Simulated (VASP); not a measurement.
# Ca (P4_2/mnm) in VASP: single point with PBE

Aim: the single point of Ca with PBE.

Program: VASP 6.6.1. These are calculated values, not measurements. Logs are shortened: lines on timing, memory, paths and dates and some standing lists are left out, and cuts for length are marked.

### 1 The cell of the first run

Symmetry: P4_2/mnm, No. 136, tetragonal system. The conventional cell has a = 6.406 Å, b = 6.406 Å, c = 4.109 Å, α = 90.00°, β = 90.00°, γ = 90.00°. Ca (site symmetry m2m) has 14 Ca at 3.82 to 4.95 Å within 5.0 Å.

### 2 Single point, PBE

The input, INCAR:

```
SYSTEM = Ca
  PREC = Accurate
  ENCUT = 520
  EDIFF = 1E-7
  ISMEAR = 0
  SIGMA = 0.1
  LREAL = .FALSE.
  LASPH = .TRUE.
  NELM = 100
  ALGO = Normal
  ISIF = 2
  LWAVE = .FALSE.
  LCHARG = .TRUE.
  GGA = PE
  LELF = .TRUE.
  LVHAR = .TRUE.
  NBANDS = 28
```

The input, KPOINTS:

```
regular mesh
0
G
  8 8 10
  0 0 0
```

The input, POSCAR:

```
Ca
1.0
    6.4059779584      0.0000000000      0.0000000000
    0.0000000000      6.4059779584      0.0000000000
    0.0000000000      0.0000000000      4.1090354323
Ca
4
Direct
    0.2729468639      0.2729468639      0.0000000000
    0.7270531361      0.7270531361      0.0000000000
    0.2270531361      0.7729468639      0.5000000000
    0.7729468639      0.2270531361      0.5000000000
```

Potentials or basis: VASP PAW PBE potentials, release 64 (Ca_sv).

On the command line:

```bash
cat potpaw_PBE.64/Ca_sv/POTCAR > POTCAR
mpirun -np 1 vasp_std > vasp.out
```

OUTCAR:

```text
SYSTEM = Ca
   PREC = Accurate
   ENCUT = 520
   EDIFF = 1E-7
   ISMEAR = 0
   LREAL = .FALSE.
   LASPH = .TRUE.
   NELM = 100
   ISIF = 2
   GGA = PE

 ion  position               nearest neighbor table
   1  0.273  0.273  0.000-
   2  0.727  0.727  0.000-
   3  0.227  0.773  0.500-
   4  0.773  0.227  0.500-

  LATTYP: Found a simple tetragonal cell.
 ALAT       =     6.4059779584
 C/A-ratio  =     0.6414376476

  Lattice vectors:

 A1 = (   6.4059779584,   0.0000000000,   0.0000000000)
 A2 = (   0.0000000000,   6.4059779584,   0.0000000000)
 A3 = (   0.0000000000,   0.0000000000,   4.1090354323)

Analysis of symmetry for initial positions (statically):
=====================================================================
 Subroutine PRICEL returns:
 Original cell was already a primitive cell.

 Routine SETGRP: Setting up the symmetry group for a
 simple tetragonal supercell.

 Subroutine GETGRP returns: Found 16 space group operations
 (whereof  8 operations were pure point group operations)
 out of a pool of 16 trial point group operations.

The static configuration has the point symmetry D_2h.
 The point group associated with its full space group is D_4h.

Analysis of symmetry for dynamics (positions and initial velocities):
=====================================================================
 Subroutine PRICEL returns:
 Original cell was already a primitive cell.

 Routine SETGRP: Setting up the symmetry group for a
 simple tetragonal supercell.

 Subroutine GETGRP returns: Found 16 space group operations
 (whereof  8 operations were pure point group operations)
 out of a pool of 16 trial point group operations.

The dynamic configuration has the point symmetry D_2h.
 The point group associated with its full space group is D_4h.

 Subroutine INISYM returns: Found 16 space group operations
 (whereof  8 operations are pure point group operations),
 and found     1 'primitive' translations

----------------------------------------------------------------------------------------

                                     Primitive cell

  volume of cell :     168.6207

  direct lattice vectors                    reciprocal lattice vectors
     6.405977958  0.000000000  0.000000000     0.156104190  0.000000000  0.000000000
     0.000000000  6.405977958  0.000000000     0.000000000  0.156104190  0.000000000
     0.000000000  0.000000000  4.109035432     0.000000000  0.000000000  0.243366118

  length of vectors
     6.405977958  6.405977958  4.109035432     0.156104190  0.156104190  0.243366118

  position of ions in fractional coordinates (direct lattice)
     0.272946864  0.272946864  0.000000000
     0.727053136  0.727053136  0.000000000
     0.227053136  0.772946864  0.500000000
     0.772946864  0.227053136  0.500000000

  ion indices of the primitive-cell ions
   primitive index   ion index
                 1           1
                 2           2
                 3           3
                 4           4

----------------------------------------------------------------------------------------

 KPOINTS: regular mesh

Automatic generation of k-mesh.
 Grid dimensions read from file:
 generate k-points for:    8    8   10

 Generating k-lattice:

  Cartesian coordinates                     Fractional coordinates (reciprocal lattice)
     0.019513024  0.000000000  0.000000000     0.125000000  0.000000000  0.000000000
     0.000000000  0.019513024  0.000000000     0.000000000  0.125000000  0.000000000
     0.000000000  0.000000000  0.024336612     0.000000000  0.000000000  0.100000000

  Length of vectors
     0.019513024  0.019513024  0.024336612

  Shift w.r.t. Gamma in fractional coordinates (k-lattice)
     0.000000000  0.000000000  0.000000000

 Subroutine IBZKPT returns following result:
 ===========================================

 Found     90 irreducible k-points:

 Following reciprocal coordinates:
            Coordinates               Weight
  0.000000  0.000000  0.000000      1.000000
  0.125000  0.000000  0.000000      4.000000
  0.250000  0.000000  0.000000      4.000000
  0.375000  0.000000  0.000000      4.000000
  0.500000  0.000000  0.000000      2.000000
  0.125000  0.125000  0.000000      4.000000
[... 16 lines left out ...]
  0.375000  0.125000  0.100000     16.000000
  0.500000  0.125000  0.100000      8.000000
 [... further k-points ...]
   k-points           NKPTS =     90   k-points in BZ     NKDIM =     90   number of bands    NBANDS=     28
   number of dos      NEDOS =    301   number of ions     NIONS =      4
   total plane-waves  NPLWV =  73728
   dimension x,y,z NGX =    48 NGY =   48 NGZ =   32
   dimension x,y,z NGXF=    96 NGYF=   96 NGZF=   64
   ions per type =               4
   NGX,Y,Z   is equivalent  to a cutoff of  12.46, 12.46, 12.95 a.u.
   NGXF,Y,Z  is equivalent  to a cutoff of  24.91, 24.91, 25.89 a.u.
 SYSTEM =  Ca
   PREC   = accura    normal or accurate (medium, high low for compatibility)
   ISTART =      0    job   : 0-new  1-cont  2-samecut
   ICHARG =      2    charge: 1-file 2-atom 10-const
   ISPIN  =      1    spin polarized calculation?
   LNONCOLLINEAR =      F non collinear calculations
   LSORBIT =      F    spin-orbit coupling
   LASPH  =      T    aspherical Exc in radial PAW
   ENCUT  =  520.0 eV  38.22 Ry    6.18 a.u.  11.91 11.91  7.64*2*pi/ulx,y,z
   NELM   =    100;   NELMIN=  2; NELMDL= -5     # of ELM steps
   EDIFF  = 0.1E-06   stopping-criterion for ELM
   LREAL  =      F    real-space projection
   EDIFFG = 0.1E-05   stopping-criterion for IOM
   NSW    =      0    number of steps for IOM
   IBRION =     -1    ionic relax: 0-MD 1-quasi-New 2-CG
   NFREE  =      0    steps in history (QN), initial steepest desc. (CG)
   ISIF   =      2    stress and relaxation
   ISYM   =      2    0-nonsym 1-usesym 2-fastsym
   POTIM  = 0.5000    time-step for ionic-motion
   TEBEG  =    0.0;   TEEND  =   0.0 temperature during run
   PSTRESS=    0.0 pullay stress
   NELECT =      40.0000    total number of electrons
   NUPDOWN=      -1.0000    fix difference up-down
   EMIN   =  10.00;   EMAX   =-10.00  energy-range for DOS
   EFERMI =   0.00;   METHOD = LEGACY
   ISMEAR =     0;   SIGMA  =   0.10  broadening in eV -4-tet -1-fermi 0-gaus
   EFERMI_NEDOS =   21; number of points for ismear=-14 and -15
   IALGO  =     38    algorithm
   IMIX   =      4    mixing-type and parameters
     AMIX     =   0.40;   BMIX     =  1.00
     AMIX_MAG =   1.60;   BMIX_MAG =  1.00
  volume/ion in A,a.u.               =      42.16       284.48
  Fermi-wavevector in a.u.,A,eV,Ry     =   1.013424  1.915094 13.973571  1.027028
  Thomas-Fermi vector in A             =   2.146592
   LORBIT       =      0    0 simple, 1 ext, 2 COOP (PROOUT), +10 PAW based schemes
   GGA     = PE    functional components
   LHFCALC =     F    Hartree Fock is set to
   AEXX    =    0.0000 exact exchange contribution
   IVDW    =     0    specifies the selected vdW correction
   LEPSILON=     F    determine dielectric tensor
   LRPA    =     F    only Hartree local field effects (RPA)
 non-spin polarized calculation
 Gauss-broadening in eV      SIGMA  =   0.10
  energy-cutoff  :      520.00
  volume of cell :      168.62
 maximum number of plane-waves:      4568
 NGX is ok and might be reduce to    48
   NGX = 23   NGY = 23   NGZ = 15

 number of electron      40.0000002 magnetization

 Free energy of the ion-electron system (eV)
  ---------------------------------------------------
  ext. energy  EPLUGINS =         0.00000000
  ---------------------------------------------------
  free energy    TOTEN  =        -7.67577516 eV

  energy without entropy =       -7.65202793  energy(sigma->0) =       -7.66390154

 E-fermi :   2.0293     XC(G=0):  -7.7375

 val. band max:        2.0220564822   @ k =   0.2500   0.1250   0.2000
 cond. band min:       2.0593703744   @ k =   0.1250   0.0000   0.1000
 fundamental gap:      0.0373138922
 Fermi energy:         2.0292942205

 k-point     1 :       0.0000    0.0000    0.0000
  band No.  band energies     occupation
      1     -40.0449      2.00000
      2     -40.0309      2.00000
      3     -40.0309      2.00000
      4     -40.0202      2.00000
      5     -21.1001      2.00000
      6     -21.0938      2.00000
[... 20 lines left out ...]
     27       4.5034      0.00000
     28       4.5159      0.00000

 k-point     2 :       0.1250    0.0000    0.0000
  band No.  band energies     occupation
      1     -40.0444      2.00000
      2     -40.0314      2.00000
      3     -40.0305      2.00000
      4     -40.0206      2.00000
      5     -21.0978      2.00000
      6     -21.0902      2.00000
[... 20 lines left out ...]
     27       4.4778      0.00000
     28       4.5607      0.00000

 k-point     3 :       0.2500    0.0000    0.0000
  band No.  band energies     occupation
      1     -40.0429      2.00000
      2     -40.0330      2.00000
      3     -40.0293      2.00000
      4     -40.0218      2.00000
      5     -21.0939      2.00000
      6     -21.0764      2.00000
[... 20 lines left out ...]
     27       4.2681      0.00000
     28       4.3704      0.00000

 k-point     4 :       0.3750    0.0000    0.0000
  band No.  band energies     occupation
      1     -40.0406      2.00000
      2     -40.0352      2.00000
      3     -40.0276      2.00000
      4     -40.0235      2.00000
      5     -21.0885      2.00000
      6     -21.0746      2.00000
[... 578 lines left out ...]
     27       4.1294      0.00000
     28       4.2629      0.00000

 k-point    23 :       0.3750    0.1250    0.1000
  band No.  band energies     occupation
      1     -40.0395      2.00000
      2     -40.0344      2.00000
      3     -40.0280      2.00000
      4     -40.0241      2.00000
      5     -21.0813      2.00000
      6     -21.0695      2.00000
[... 20 lines left out ...]
     27       3.8680      0.00000
     28       4.1222      0.00000

 k-point    24 :       0.5000    0.1250    0.1000
  band No.  band energies     occupation
      1     -40.0370      2.00000
      2     -40.0370      2.00000
      3     -40.0261      2.00000
      4     -40.0261      2.00000
      5     -21.0753      2.00000
      6     -21.0753      2.00000
[... 20 lines left out ...]
     27       3.9858      0.00000
     28       3.9858      0.00000

 [... further k-points ...]

------------------------ aborting loop because EDIFF is reached ----------------------------------------

  FORCE on cell =-STRESS in cart. coord.  units (eV):
  Direction    XX          YY          ZZ          XY          YZ          ZX
  --------------------------------------------------------------------------------------
  -------------------------------------------------------------------------------------
  Total        0.0115128      0.0115128      0.0165382     -0.0000000      0.0000000      0.0000000
  in kB        0.1093905      0.1093905      0.1571408     -0.0000000      0.0000000      0.0000000
  external PRESSURE =       0.1253073 kB  Pullay stress =       0.0000000 kB

 VOLUME and BASIS-vectors are now :
 -----------------------------------------------------------------------------
  energy-cutoff  :      520.00
  volume of cell :      168.62
      direct lattice vectors                 reciprocal lattice vectors
     6.405977958  0.000000000  0.000000000     0.156104190  0.000000000  0.000000000
     0.000000000  6.405977958  0.000000000     0.000000000  0.156104190  0.000000000
     0.000000000  0.000000000  4.109035432     0.000000000  0.000000000  0.243366118

 POSITION                                       TOTAL-FORCE (eV/Angst)
 -----------------------------------------------------------------------------------
      1.74849      1.74849      0.00000        -0.000458     -0.000458     -0.000000
      4.65749      4.65749      0.00000         0.000458      0.000458      0.000000
      1.45450      4.95148      2.05452         0.000458     -0.000458      0.000000
      4.95148      1.45450      2.05452        -0.000458      0.000458      0.000000
 -----------------------------------------------------------------------------------
    total drift:                                0.000000      0.000000      0.000000

  FREE ENERGIE OF THE ION-ELECTRON SYSTEM (eV)
  ---------------------------------------------------
  free  energy   TOTEN  =        -7.6757751632 eV

  energy  without entropy=       -7.6520279260  energy(sigma->0) =       -7.66390154
```

Run time: 3.4 min. Hardware: 1 thread of AMD EPYC 9R45 (Zen 5), shared host; peak memory 0.43 GiB.

Results:

- Free energy: -7.6758 eV
- Pressure: 0.0 GPa
- Band gap on the k mesh: zero (band 20 reaches 2.30 eV, above the bottom of band 21 at 1.78 eV)
